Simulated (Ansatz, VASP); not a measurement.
## One calculation of CdSe, two programs

File INCAR:

```
SYSTEM = CdSe
ALGO = Normal
EDIFF = 1E-6
ENCUT = 520
GGA = PE
ISIF = 2
ISMEAR = 0
LASPH = .True.
LCHARG = .False.
LREAL = .False.
LWAVE = .False.
NBANDS = 26
NELM = 100
PREC = Accurate
SIGMA = 0.01
```

The input KPOINTS:

```
k-points
0
Gamma
  6 6 4
  0 0 0
```

POSCAR

```
CdSe
1.0
    4.3407236668      0.0000000000      0.0000000000
   -2.1703618334      3.7591769662      0.0000000000
    0.0000000000      0.0000000000      7.0766459765
Cd Se
2 2
Direct
    0.3333333333      0.6666666667     -0.0004760038
    0.6666666667      0.3333333333      0.4995239962
    0.3333333333      0.6666666667      0.3754760038
    0.6666666667      0.3333333333      0.8754760038
```

Input for Ansatz:

```yaml
crystal:
  lattice:
    - [4.3407236668, 0.0, 0.0]
    - [-2.1703618334, 3.7591769662, 0.0]
    - [0.0, 0.0, 7.0766459765]
  atoms:
    - { symbol: Cd, position: [0.3333333333, 0.6666666667, -0.0004760038] }
    - { symbol: Cd, position: [0.6666666667, 0.3333333333, 0.4995239962] }
    - { symbol: Se, position: [0.3333333333, 0.6666666667, 0.3754760038] }
    - { symbol: Se, position: [0.6666666667, 0.3333333333, 0.8754760038] }
kpoints:
  mp_grid: { grid: [6, 6, 4] }
hamiltonian:
  xc: pbe
scf:
  occupations: { method: fixed }
  n_extra_bands: 5
output:
  forces: true
  stress: true
  eigenvalues: true
accuracy: high
```

Alike in both runs: task single point; functional PBE; k mesh 6 × 6 × 4; no spin polarisation.

|  | VASP | Ansatz |
| --- | --- | --- |
| version | VASP 6.6.1 | Ansatz 0.2.0 |
| potentials or method | VASP PAW PBE potentials, release 64 (Cd, Se) | plane waves |
| plane-wave cutoff (eV) | 520 | 420 |
| occupations | gaussian, width 0.01 eV | fixed |
| valence electrons in the cell | 36 | 72 |

Ansatz gave:

```
gap on the k mesh at the Fermi level (eV) : 0.61
pressure (GPa)                            : 1.5
```

Question: Which values does VASP return?

Answer: gap on the k mesh at the Fermi level (eV): 0.61; pressure (GPa): 1.7.

VASP's potentials hold 36 valence electrons a cell and Ansatz's 72, so a difference there can come from the potentials and not from the codes.
